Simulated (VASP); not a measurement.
# Cs3Nb (Pm-3m) in VASP: a series of runs, part 2 of 2

VASP 6.6.1. The steps go on from the part before.

### 3 Single point, PBE

Input file INCAR:

```
ALGO = Fast
EDIFF = 1E-7
ENCUT = 520
GGA = PE
ISIF = 2
ISMEAR = 0
LASPH = True
LCHARG = True
LELF = True
LREAL = False
LVHAR = True
LWAVE = False
NBANDS = 28
NELM = 100
PREC = Accurate
SIGMA = 0.1
```

Input file KPOINTS:

```
k-points
0
Gamma
  10 10 10
```

Input file POSCAR:

```
Cs3Nb
1.0
    6.0810220311      0.0000000000      0.0000000000
    0.0000000000      6.0810220311      0.0000000000
    0.0000000000      0.0000000000      6.0810220311
Cs Nb
3 1
Direct
    0.0000000000      0.5000000000      0.5000000000
    0.5000000000      0.0000000000      0.5000000000
    0.5000000000      0.5000000000      0.0000000000
    0.0000000000      0.0000000000      0.0000000000
```

Potentials or basis: VASP PAW PBE potentials, release 64 (Cs_sv, Nb_sv).

On the command line:

```
$ cat potpaw_PBE.64/Cs_sv/POTCAR potpaw_PBE.64/Nb_sv/POTCAR > POTCAR
$ mpirun -np 1 vasp_std > vasp.out
```

OUTCAR:

```text
EDIFF = 1E-7
   ENCUT = 520
   GGA = PE
   ISIF = 2
   ISMEAR = 0
   LASPH = True
   LREAL = False
   NELM = 100
   PREC = Accurate

 ion  position               nearest neighbor table
   1  0.000  0.500  0.500-
   2  0.500  0.000  0.500-
   3  0.500  0.500  0.000-
   4  0.000  0.000  0.000-

  LATTYP: Found a simple cubic cell.
 ALAT       =     6.0810220311

  Lattice vectors:

 A1 = (   6.0810220311,   0.0000000000,   0.0000000000)
 A2 = (   0.0000000000,   6.0810220311,   0.0000000000)
 A3 = (   0.0000000000,   0.0000000000,   6.0810220311)

Analysis of symmetry for initial positions (statically):
=====================================================================
 Subroutine PRICEL returns:
 Original cell was already a primitive cell.

 Routine SETGRP: Setting up the symmetry group for a
 simple cubic supercell.

 Subroutine GETGRP returns: Found 48 space group operations
 (whereof 48 operations were pure point group operations)
 out of a pool of 48 trial point group operations.

The static configuration has the point symmetry O_h .

Analysis of symmetry for dynamics (positions and initial velocities):
=====================================================================
 Subroutine PRICEL returns:
 Original cell was already a primitive cell.

 Routine SETGRP: Setting up the symmetry group for a
 simple cubic supercell.

 Subroutine GETGRP returns: Found 48 space group operations
 (whereof 48 operations were pure point group operations)
 out of a pool of 48 trial point group operations.

The dynamic configuration has the point symmetry O_h .
[... 115 lines left out ...]
   NUPDOWN=      -1.0000    fix difference up-down
   EMIN   =  10.00;   EMAX   =-10.00  energy-range for DOS
   EFERMI =   0.00;   METHOD = LEGACY
   ISMEAR =     0;   SIGMA  =   0.10  broadening in eV -4-tet -1-fermi 0-gaus
   EFERMI_NEDOS =   21; number of points for ismear=-14 and -15
   IALGO  =     68    algorithm
   IMIX   =      4    mixing-type and parameters
     AMIX     =   0.40;   BMIX     =  1.00
     AMIX_MAG =   1.60;   BMIX_MAG =  1.00
  volume/ion in A,a.u.               =      56.22       379.37
  Fermi-wavevector in a.u.,A,eV,Ry     =   0.920700  1.739871 11.533508  0.847689
  Thomas-Fermi vector in A             =   2.046035
   LORBIT       =      0    0 simple, 1 ext, 2 COOP (PROOUT), +10 PAW based schemes
   GGA     = PE    functional components
   LHFCALC =     F    Hartree Fock is set to
   AEXX    =    0.0000 exact exchange contribution
   IVDW    =     0    specifies the selected vdW correction
   LEPSILON=     F    determine dielectric tensor
   LRPA    =     F    only Hartree local field effects (RPA)
 non-spin polarized calculation
 RMM-DIIS sequential band-by-band and
 Gauss-broadening in eV      SIGMA  =   0.10
  energy-cutoff  :      520.00
  volume of cell :      224.87
 maximum number of plane-waves:      6088
 NGX is ok and might be reduce to    48
   NGX = 23   NGY = 23   NGZ = 23

 number of electron      40.0000003 magnetization

 Free energy of the ion-electron system (eV)
  ---------------------------------------------------
  ext. energy  EPLUGINS =         0.00000000
  ---------------------------------------------------
  free energy    TOTEN  =        -6.33396753 eV

  energy without entropy =       -6.23244581  energy(sigma->0) =       -6.28320667

 E-fermi :   2.3369     XC(G=0):  -7.5216

 val. band max:        2.3361648693   @ k =   0.5000   0.2000   0.2000
 cond. band min:       2.3405381053   @ k =   0.5000   0.2000   0.0000
 fundamental gap:      0.0043732360
 Fermi energy:         2.3368979641

 k-point     1 :       0.0000    0.0000    0.0000
  band No.  band energies     occupation
      1     -52.9468      2.00000
      2     -28.9908      2.00000
      3     -28.9908      2.00000
      4     -28.9908      2.00000
      5     -20.8801      2.00000
      6     -20.7470      2.00000
[... 733 lines left out ...]
     27       4.4301      0.00000
     28       4.8560      0.00000

 [... further k-points ...]

------------------------ aborting loop because EDIFF is reached ----------------------------------------

  FORCE on cell =-STRESS in cart. coord.  units (eV):
  Direction    XX          YY          ZZ          XY          YZ          ZX
  --------------------------------------------------------------------------------------
  -------------------------------------------------------------------------------------
  Total        0.0079339      0.0079339      0.0079339      0.0000000     -0.0000000      0.0000000
  in kB        0.0565284      0.0565284      0.0565284      0.0000000     -0.0000000      0.0000000
  external PRESSURE =       0.0565284 kB  Pullay stress =       0.0000000 kB

 VOLUME and BASIS-vectors are now :
 -----------------------------------------------------------------------------
  energy-cutoff  :      520.00
  volume of cell :      224.87
      direct lattice vectors                 reciprocal lattice vectors
     6.081022031  0.000000000  0.000000000     0.164446041  0.000000000  0.000000000
     0.000000000  6.081022031  0.000000000     0.000000000  0.164446041  0.000000000
     0.000000000  0.000000000  6.081022031     0.000000000  0.000000000  0.164446041

 POSITION                                       TOTAL-FORCE (eV/Angst)
 -----------------------------------------------------------------------------------
      0.00000      3.04051      3.04051         0.000000      0.000000      0.000000
      3.04051      0.00000      3.04051         0.000000      0.000000      0.000000
      3.04051      3.04051      0.00000         0.000000      0.000000      0.000000
      0.00000      0.00000      0.00000         0.000000      0.000000      0.000000
 -----------------------------------------------------------------------------------
    total drift:                                0.000000     -0.000000     -0.000000

  FREE ENERGIE OF THE ION-ELECTRON SYSTEM (eV)
  ---------------------------------------------------
  free  energy   TOTEN  =        -6.3339675319 eV

  energy  without entropy=       -6.2324458114  energy(sigma->0) =       -6.28320667
```

stdout:

```text
POSCAR found type information on POSCAR CsNb
 POSCAR found :  2 types and       4 ions
[... 48 lines left out ...]
 num prob  num prob  num prob  num prob  num prob  num prob  num prob  num prob WARNING in EDDRMM: call to ZHEGV failed, returncode =   6  3     23
WARNING in EDDRMM: call to ZHEGV failed, returncode =   8  4     18
 num prob  num prob  num prob  num prob  num prob  num prob  num prob  num prob  num prob  num prob  num prob  num prob  num prob  num prob  num prob  num prob RMM:  26    -0.633396753190E+01    0.29011E-07   -0.65502E-07  3214   0.308E-03
```

It took 4.8 min on 1 thread of Intel Xeon 6975P-C (Granite Rapids), shared host; peak memory 0.53 GiB.

What came out:

```yaml
Free_energy: -6.3340 eV
Pressure: 0.0 GPa
Band_gap_on_the_k_mesh: zero (bands 20 and 21 overlap by 0.34 eV)
```

Caveat: spin-orbit coupling is left out, which moves the levels of the heavy elements.

### 4 Relaxation of cell and atoms, PBE

Input file INCAR:

```
SYSTEM = Cs3Nb
ALGO = Fast
EDIFF = 1E-6
EDIFFG = -0.01
ENCUT = 600
GGA = PE
IBRION = 2
ISIF = 3
ISMEAR = 0
LASPH = .True.
LCHARG = .False.
LREAL = .False.
LWAVE = .False.
NELM = 60
NSW = 100
PREC = Accurate
SIGMA = 0.1
```

Input file KPOINTS:

```
k-points
0
Gamma
  8 8 8
  0 0 0
```

POSCAR is that of step 3.

On the command line:

```
$ cat potpaw_PBE.64/Cs_sv/POTCAR potpaw_PBE.64/Nb_sv/POTCAR > POTCAR
$ mpirun -np 1 vasp_std > vasp.out
```

Run time: 5.6 min. Hardware: 1 thread of Intel Xeon 6975P-C (Granite Rapids), shared host; peak memory 0.5 GiB.

It converged, with:

- Free energy: -6.3343 eV
- Pressure after relaxing: 0.0 GPa
- Band gap on the k mesh: zero (bands 20 and 21 overlap by 0.34 eV)

Final structure:
```yaml
crystal:
  lattice:
    - [6.08102, 0.00000, 0.00000]
    - [0.00000, 6.08102, 0.00000]
    - [0.00000, 0.00000, 6.08102]
  atoms:
    - { symbol: Cs, position: [0.00000, 0.50000, 0.50000] }
    - { symbol: Cs, position: [0.50000, 0.00000, 0.50000] }
    - { symbol: Cs, position: [0.50000, 0.50000, 0.00000] }
    - { symbol: Nb, position: [0.00000, 0.00000, 0.00000] }
```

Levels at points of the mesh, in eV from the Fermi level:
```csv
k point,band 17,band 18,band 19,band 20,band 21,band 22,band 23,band 24
"(0.00, 0.00, 0.00)",-2.47,-0.53,-0.52,-0.52,-0.19,-0.19,-0.19,2.14
"(0.50, 0.00, 0.00)",-1.47,-0.55,-0.13,-0.06,0.17,0.17,0.24,0.55
"(0.50, 0.50, 0.00)",-1.07,-0.14,0.08,0.15,0.24,0.34,0.35,0.87
"(0.50, 0.50, 0.50)",-1.56,-0.41,-0.41,-0.41,0.27,0.27,1.60,1.67
```

Caveat: the relaxation stopped at its first step, so nothing moved; spin-orbit coupling is left out, which moves the levels of the heavy elements.

### 5 Overview

| task | cell | k mesh | cutoff (eV) | gap on the mesh (eV) | pressure (GPa) |
| --- | --- | --- | --- | --- | --- |
| single point | as given | 8 × 8 × 8 | 520 | none | 0.0 |
| single point | as given | 10 × 10 × 10 | 520 | none | 0.0 |
| relaxation of cell and atoms | relaxed | 8 × 8 × 8 | 600 | none | 0.0 |

Alike in all rows: level PBE; potentials or basis VASP PAW PBE potentials, release 64 (Cs_sv, Nb_sv); no spin polarisation; smearing gaussian 0.1 eV.

Caveats: spin-orbit coupling is left out, which moves the levels of the heavy elements; the relaxation stopped at its first step, so nothing moved (at least some runs).

Absolute energies hang on the potentials; compare differences alone.
